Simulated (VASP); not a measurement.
# Sn (I4_1/amd) in VASP: a series of runs

Runs on Sn. Level: PBE. Tasks: electric field gradients.

Program: VASP 6.6.1. These are calculated values, not measurements. Logs are shortened: lines on timing, memory, paths and dates and some standing lists are left out, and cuts for length are marked.

### 1 The cell of the first run

Symmetry: I4_1/amd, No. 141, tetragonal system. The conventional cell has a = 4.590 Å, b = 4.590 Å, c = 6.556 Å, α = 90.00°, β = 90.00°, γ = 90.00°. Sn (site symmetry -4m2) has 4 Sn at 2.82 Å within 3.7 Å.

### 2 Electric field gradients, PBE (zz strain of +1 %)

Contents of INCAR:

```
SYSTEM = Sn
ALGO = Normal ; EDIFF = 1E-8
ENCUT = 520 ; GGA = PE
ISIF = 2 ; ISMEAR = -1
LASPH = .True. ; LCHARG = .False.
LEFG = .True. ; LREAL = .False.
LWAVE = .False. ; NBANDS = 21
NELM = 100 ; PREC = Accurate
SIGMA = 0.03
```

Contents of KPOINTS:

```
k-points
0
Gamma
  9 9 9
  0 0 0
```

Contents of POSCAR:

```
Sn
1.0
    0.0000000000      3.2456000000      3.2780560000
    3.2456000000      0.0000000000      3.2780560000
    3.2456000000      3.2456000000      0.0000000000
Sn
2
Direct
    0.5000000000      0.5000000000      0.5000000000
    0.7500000000      0.7500000000      0.7500000000
```

Potentials or basis: VASP PAW PBE potentials, release 64 (Sn_d).

Started as:

```bash
$ cat potpaw_PBE.64/Sn_d/POTCAR > POTCAR
$ mpirun -np 1 vasp_std > vasp.out
```

OUTCAR:

```text
SYSTEM = Sn
   EDIFF = 1E-8
   ENCUT = 520
   GGA = PE
   ISIF = 2
   ISMEAR = -1
   LASPH = .True.
   LREAL = .False.
   NELM = 100
   PREC = Accurate

 ion  position               nearest neighbor table
   1  0.500  0.500  0.500-   2 2.82   2 2.82   2 2.82   2 2.82
   2  0.750  0.750  0.750-   1 2.82   1 2.82   1 2.82   1 2.82

  LATTYP: Found a body centered tetragonal cell.
 ALAT       =     4.5899715380
 C/A-ratio  =     1.4283556980

  Lattice vectors:

 A1 = (  -3.2456000000,   0.0000000000,   3.2780560000)
 A2 = (   3.2456000000,   0.0000000000,   3.2780560000)
 A3 = (   0.0000000000,   3.2456000000,  -3.2780560000)

Analysis of symmetry for initial positions (statically):
=====================================================================
 Subroutine PRICEL returns:
 Original cell was already a primitive cell.

 Routine SETGRP: Setting up the symmetry group for a
 body centered tetragonal supercell.

 Subroutine GETGRP returns: Found 16 space group operations
 (whereof  8 operations were pure point group operations)
 out of a pool of 16 trial point group operations.

The static configuration has the point symmetry D_2d.
 The point group associated with its full space group is D_4h.

Analysis of symmetry for dynamics (positions and initial velocities):
=====================================================================
 Subroutine PRICEL returns:
 Original cell was already a primitive cell.

 Routine SETGRP: Setting up the symmetry group for a
 body centered tetragonal supercell.

 Subroutine GETGRP returns: Found 16 space group operations
 (whereof  8 operations were pure point group operations)
 out of a pool of 16 trial point group operations.

The dynamic configuration has the point symmetry D_2d.
 The point group associated with its full space group is D_4h.

 Subroutine INISYM returns: Found 16 space group operations
 (whereof  8 operations are pure point group operations),
 and found     1 'primitive' translations

----------------------------------------------------------------------------------------

                                     Primitive cell

  volume of cell :      69.0616

  direct lattice vectors                    reciprocal lattice vectors
     0.000000000  3.245600000  3.278056000    -0.154054720  0.154054720  0.152529426
     3.245600000  0.000000000  3.278056000     0.154054720 -0.154054720  0.152529426
     3.245600000  3.245600000  0.000000000     0.154054720  0.154054720 -0.152529426

  length of vectors
     4.612978485  4.612978485  4.589971538     0.265952890  0.265952890  0.265952890

  position of ions in fractional coordinates (direct lattice)
     0.500000000  0.500000000  0.500000000
     0.750000000  0.750000000  0.750000000

  ion indices of the primitive-cell ions
   primitive index   ion index
                 1           1
                 2           2

----------------------------------------------------------------------------------------

 KPOINTS: k-points

Automatic generation of k-mesh.
 Grid dimensions read from file:
 generate k-points for:    9    9    9

 Generating k-lattice:

  Cartesian coordinates                     Fractional coordinates (reciprocal lattice)
    -0.017117191  0.017117191  0.016947714     0.111111111  0.000000000  0.000000000
     0.017117191 -0.017117191  0.016947714     0.000000000  0.111111111  0.000000000
     0.017117191  0.017117191 -0.016947714     0.000000000  0.000000000  0.111111111

  Length of vectors
     0.029550321  0.029550321  0.029550321

  Shift w.r.t. Gamma in fractional coordinates (k-lattice)
     0.000000000  0.000000000  0.000000000

 Subroutine IBZKPT returns following result:
 ===========================================

 Found     75 irreducible k-points:

 Following reciprocal coordinates:
            Coordinates               Weight
  0.000000  0.000000  0.000000      1.000000
  0.111111  0.000000  0.000000      8.000000
  0.222222 -0.000000  0.000000      8.000000
  0.333333 -0.000000  0.000000      8.000000
  0.444444 -0.000000  0.000000      8.000000
  0.111111  0.111111  0.000000      2.000000
[... 16 lines left out ...]
 -0.333333  0.333333  0.000000      4.000000
  0.444444  0.444444  0.000000      2.000000
 [... further k-points ...]
   k-points           NKPTS =     75   k-points in BZ     NKDIM =     75   number of bands    NBANDS=     21
   number of dos      NEDOS =    301   number of ions     NIONS =      2
   total plane-waves  NPLWV =  46656
   dimension x,y,z NGX =    36 NGY =   36 NGZ =   36
   dimension x,y,z NGXF=    72 NGYF=   72 NGZF=   72
   ions per type =               2
   NGX,Y,Z   is equivalent  to a cutoff of  12.97, 12.97, 13.04 a.u.
   NGXF,Y,Z  is equivalent  to a cutoff of  25.95, 25.95, 26.08 a.u.
 SYSTEM =  Sn
   PREC   = accura    normal or accurate (medium, high low for compatibility)
   ISTART =      0    job   : 0-new  1-cont  2-samecut
   ICHARG =      2    charge: 1-file 2-atom 10-const
   ISPIN  =      1    spin polarized calculation?
   LNONCOLLINEAR =      F non collinear calculations
   LSORBIT =      F    spin-orbit coupling
   LASPH  =      T    aspherical Exc in radial PAW
   ENCUT  =  520.0 eV  38.22 Ry    6.18 a.u.   8.58  8.58  8.53*2*pi/ulx,y,z
   NELM   =    100;   NELMIN=  2; NELMDL= -5     # of ELM steps
   EDIFF  = 0.1E-07   stopping-criterion for ELM
   LREAL  =      F    real-space projection
   EDIFFG = 0.1E-06   stopping-criterion for IOM
   NSW    =      0    number of steps for IOM
   IBRION =     -1    ionic relax: 0-MD 1-quasi-New 2-CG
   NFREE  =      0    steps in history (QN), initial steepest desc. (CG)
   ISIF   =      2    stress and relaxation
   ISYM   =      2    0-nonsym 1-usesym 2-fastsym
   POTIM  = 0.5000    time-step for ionic-motion
   TEBEG  =    0.0;   TEEND  =   0.0 temperature during run
   PSTRESS=    0.0 pullay stress
   NELECT =      28.0000    total number of electrons
   NUPDOWN=      -1.0000    fix difference up-down
   EMIN   =  10.00;   EMAX   =-10.00  energy-range for DOS
   EFERMI =   0.00;   METHOD = LEGACY
   ISMEAR =    -1;   SIGMA  =   0.03  broadening in eV -4-tet -1-fermi 0-gaus
   EFERMI_NEDOS =   21; number of points for ismear=-14 and -15
   IALGO  =     38    algorithm
   IMIX   =      4    mixing-type and parameters
     AMIX     =   0.40;   BMIX     =  1.00
     AMIX_MAG =   1.60;   BMIX_MAG =  1.00
  volume/ion in A,a.u.               =      34.53       233.03
  Fermi-wavevector in a.u.,A,eV,Ry     =   1.211664  2.289712 19.975103  1.468129
  Thomas-Fermi vector in A             =   2.347172
   LORBIT       =      0    0 simple, 1 ext, 2 COOP (PROOUT), +10 PAW based schemes
   GGA     = PE    functional components
   LHFCALC =     F    Hartree Fock is set to
   AEXX    =    0.0000 exact exchange contribution
   IVDW    =     0    specifies the selected vdW correction
   LEPSILON=     F    determine dielectric tensor
   LRPA    =     F    only Hartree local field effects (RPA)
 non-spin polarized calculation
  energy-cutoff  :      520.00
  volume of cell :       69.06
 maximum number of plane-waves:      1874
   NGX = 17   NGY = 17   NGZ = 17

 number of electron      27.9999993 magnetization

 Free energy of the ion-electron system (eV)
  ---------------------------------------------------
  ext. energy  EPLUGINS =         0.00000000
  ---------------------------------------------------
  free energy    TOTEN  =        -7.65168921 eV

  energy without entropy =       -7.65100908  energy(sigma->0) =       -7.65134914

 E-fermi :   5.4970     XC(G=0):  -8.8279

 val. band max:        5.4094080468   @ k =   0.1111   0.0000   0.0000
 cond. band min:       5.5205674573   @ k =   0.4444  -0.0000   0.0000
 fundamental gap:      0.1111594105
 Fermi energy:         5.4969643846

 k-point     1 :       0.0000    0.0000    0.0000
  band No.  band energies     occupation
      1     -16.1345      2.00000
      2     -16.1345      2.00000
      3     -16.1308      2.00000
      4     -16.0759      2.00000
      5     -16.0745      2.00000
      6     -15.7787      2.00000
[... 13 lines left out ...]
     20      13.3827      0.00000
     21      13.5438      0.00000

 k-point     2 :       0.1111    0.0000    0.0000
  band No.  band energies     occupation
      1     -16.1432      2.00000
      2     -16.1409      2.00000
      3     -16.1302      2.00000
      4     -16.0635      2.00000
      5     -16.0625      2.00000
      6     -15.7944      2.00000
[... 13 lines left out ...]
     20      12.6330      0.00000
     21      12.7438      0.00000

 k-point     3 :       0.2222   -0.0000    0.0000
  band No.  band energies     occupation
      1     -16.1568      2.00000
      2     -16.1539      2.00000
      3     -16.1229      2.00000
      4     -16.0419      2.00000
      5     -16.0413      2.00000
      6     -15.8147      2.00000
[... 13 lines left out ...]
     20      12.3336      0.00000
     21      12.3834      0.00000

 k-point     4 :       0.3333   -0.0000    0.0000
  band No.  band energies     occupation
      1     -16.1660      2.00000
      2     -16.1624      2.00000
      3     -16.1140      2.00000
      4     -16.0250      2.00000
      5     -16.0249      2.00000
      6     -15.8284      2.00000
[... 13 lines left out ...]
     20      12.8389      0.00000
     21      12.8512      0.00000

 k-point     5 :       0.4444   -0.0000    0.0000
  band No.  band energies     occupation
      1     -16.1700      2.00000
      2     -16.1661      2.00000
      3     -16.1079      2.00000
      4     -16.0172      2.00000
      5     -16.0172      2.00000
      6     -15.8342      2.00000
[... 13 lines left out ...]
     20      13.9096      0.00000
     21      13.9697      0.00000
[... 382 lines left out ...]
     20      14.8395      0.00000
     21      15.2808      0.00000

 k-point    22 :      -0.4444    0.3333    0.0000
  band No.  band energies     occupation
      1     -16.2022      2.00000
      2     -16.1847      2.00000
      3     -16.0611      2.00000
      4     -15.9765      2.00000
      5     -15.9504      2.00000
      6     -15.9087      2.00000
[... 13 lines left out ...]
     20      14.0854      0.00000
     21      15.7441      0.00000

 k-point    23 :      -0.3333    0.3333    0.0000
  band No.  band energies     occupation
      1     -16.2055      2.00000
      2     -16.1855      2.00000
      3     -16.0538      2.00000
      4     -15.9508      2.00000
      5     -15.9475      2.00000
      6     -15.9299      2.00000
[... 13 lines left out ...]
     20      12.9004      0.00000
     21      16.0645      0.00000

 k-point    24 :       0.4444    0.4444    0.0000
  band No.  band energies     occupation
      1     -16.1845      2.00000
      2     -16.1845      2.00000
      3     -16.0811      2.00000
      4     -16.0243      2.00000
      5     -15.9465      2.00000
      6     -15.8934      2.00000
[... 13 lines left out ...]
     20      15.3264      0.00000
     21      15.7157      0.00000

 [... further k-points ...]

------------------------ aborting loop because EDIFF is reached ----------------------------------------

  FORCE on cell =-STRESS in cart. coord.  units (eV):
  Direction    XX          YY          ZZ          XY          YZ          ZX
  --------------------------------------------------------------------------------------
  -------------------------------------------------------------------------------------
  Total        1.1838795      1.1838795      1.0528225      0.0000000     -0.0000000      0.0000000
  in kB       27.4651355     27.4651355     24.4247076      0.0000000     -0.0000000      0.0000000
  external PRESSURE =      26.4516595 kB  Pullay stress =       0.0000000 kB

 VOLUME and BASIS-vectors are now :
 -----------------------------------------------------------------------------
  energy-cutoff  :      520.00
  volume of cell :       69.06
      direct lattice vectors                 reciprocal lattice vectors
     0.000000000  3.245600000  3.278056000    -0.154054720  0.154054720  0.152529426
     3.245600000  0.000000000  3.278056000     0.154054720 -0.154054720  0.152529426
     3.245600000  3.245600000  0.000000000     0.154054720  0.154054720 -0.152529426

 POSITION                                       TOTAL-FORCE (eV/Angst)
 -----------------------------------------------------------------------------------
      3.24560      3.24560      3.27806         0.000000      0.000000      0.000000
      4.86840      4.86840      4.91708        -0.000000     -0.000000     -0.000000
 -----------------------------------------------------------------------------------
    total drift:                                0.000000      0.000000      0.000000

  FREE ENERGIE OF THE ION-ELECTRON SYSTEM (eV)
  ---------------------------------------------------
  free  energy   TOTEN  =        -7.6516892056 eV

  energy  without entropy=       -7.6510090841  energy(sigma->0) =       -7.65134914

 Electric field gradients (V/A^2)
---------------------------------------------------------------------
 ion       V_xx      V_yy      V_zz      V_xy      V_xz      V_yz
---------------------------------------------------------------------
   1       0.519     0.519    -1.038     0.001     0.001     0.001
   2       0.519     0.519    -1.038     0.001     0.001     0.001
---------------------------------------------------------------------

 Electric field gradients after diagonalization (V/A^2)
 (convention: |V_zz| > |V_xx| > |V_yy|)
----------------------------------------------------------------------
 ion       V_xx      V_yy      V_zz     asymmetry (V_yy - V_xx)/ V_zz
----------------------------------------------------------------------
   1       0.520     0.518    -1.038       0.001
   2       0.520     0.518    -1.038       0.001
----------------------------------------------------------------------

           NMR quadrupolar parameters

 Cq : quadrupolar parameter    Cq=e*Q*V_zz/h
 eta: asymmetry parameters     (V_yy - V_xx)/ V_zz
 Q  : nuclear electric quadrupole moment in mb (millibarn)
----------------------------------------------------------------------
 ion       Cq(MHz)       eta       Q (mb)
----------------------------------------------------------------------
   1      -0.003       0.001       1.000
   2      -0.003       0.001       1.000
----------------------------------------------------------------------
```

Wall time 2.1 min (1 thread of Intel Xeon 8259CL, shared host); peak memory 0.25 GiB.

What came out:

```
Free energy                             : -7.6517 eV
Pressure                                : 2.6 GPa
Band gap on the k mesh                  : zero (bands 14 and 15 overlap by 0.12 eV)
Largest electric field gradient by atom : Sn -1.0 V/Å²
```

Stress tensor (GPa, compression positive):
```
2.75 0.00 0.00
0.00 2.75 0.00
0.00 0.00 2.44
```

Electric field gradients, principal values (V/Å²):
```
atom  least  middle  greatest (by size)
1 Sn  0.518   0.520              -1.038
2 Sn  0.518   0.520              -1.038
```

Caveat: the cell differs from its parent crystal (zz strain of +1 %); without QUAD_EFG the Cq values of the log hold for a quadrupole moment of 1 mb, not for the nuclei; spin-orbit coupling is left out, which moves the levels of the heavy elements.

[end of part 1 of 2]
